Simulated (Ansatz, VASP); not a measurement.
## YLuN2: VASP beside Ansatz

```xyz
4
Lattice="3.4888 0.0000 0.0000 0.0000 3.4888 0.0000 0.0000 0.0000 4.9307" Properties=species:S:1:pos:R:3 pbc="T T T"
Y     0.0000    0.0000    0.0000
N     0.0000    0.0000    2.4653
N     1.7444    1.7444    0.0000
Lu    1.7444    1.7444    2.4653
```

Alike in both runs: task single point; functional PBE; k mesh 6 × 6 × 4; occupations fermi-dirac, width 0.02 eV; no spin polarisation.

|  | VASP | Ansatz |
| --- | --- | --- |
| version | VASP 6.6.1 | Ansatz 0.2.0 |
| potentials or method | VASP PAW PBE potentials, release 64 (Y_sv, N, Lu) | plane waves, PAW |
| plane-wave cutoff (eV) | 520 | 420 |
| valence electrons in the cell | 46 | 46 |

```csv
,VASP,Ansatz,Ansatz less VASP
pressure (GPa),-8.3,-8.5,-0.19
```

The functional is the same, so the differences come from potentials, cutoffs and numerics.

Spin-orbit coupling is off throughout.
